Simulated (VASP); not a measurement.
Sc3BP2: single point with PBE

Crystal: Sc3BP2.

```
Sc B P
1.0
     3.64512    0.00000    0.00000
     0.00000    3.64512    0.00000
     0.00000    0.00000    7.36828
Sc B P
3 1 2
Direct
  0.50000 0.00000 0.65351
  0.00000 0.50000 0.34649
  0.50000 0.50000 0.00000
  0.00000 0.00000 0.00000
  0.50000 0.00000 0.28721
  0.00000 0.50000 0.71279
```

- Program: VASP 6.6.1
- Task: single point
- Functional: PBE
- Potentials or basis: VASP PAW PBE potentials, release 64 (Sc_sv, B, P)
- Cutoff: 520 eV
- k mesh: 5 × 5 × 2
- Occupations: gaussian, width 0.2 eV
- Spin: no spin polarisation
- Dipole correction: no
- Further INCAR settings: ALGO = Normal; EDIFF = 1e-06; NBANDS = 32

- Pressure: 0.1 GPa
- Largest force: 0.052 eV/Å
- Band gap on the k mesh: zero (band 23 reaches 6.41 eV, above the bottom of band 24 at 5.55 eV)

Forces in eV/Å, atoms in the order of the input:
```
Sc   0.000  0.000  0.052
Sc   0.000  0.000 -0.052
Sc   0.000  0.000  0.000
B    0.000  0.000  0.000
P    0.000  0.000 -0.012
P    0.000  0.000  0.012
```

Levels at points of the mesh, in eV from the Fermi level:
| k point | band 21 | band 22 | band 23 | band 24 | band 25 | band 26 |
| --- | --- | --- | --- | --- | --- | --- |
| (0.00, 0.00, 0.00) | -1.21 | -0.82 | -0.18 | 0.14 | 0.92 | 0.92 |
| (0.00, 0.00, 0.50) | -1.24 | -1.08 | -0.10 | 0.58 | 0.99 | 0.99 |

Wall time 34 s on 1 thread of AMD EPYC 9R45 96-Core Processor (Zen 5) (shared host), peak memory 0.17 GiB.

Caveat: the k points lie up to 0.43 Å⁻¹ apart.
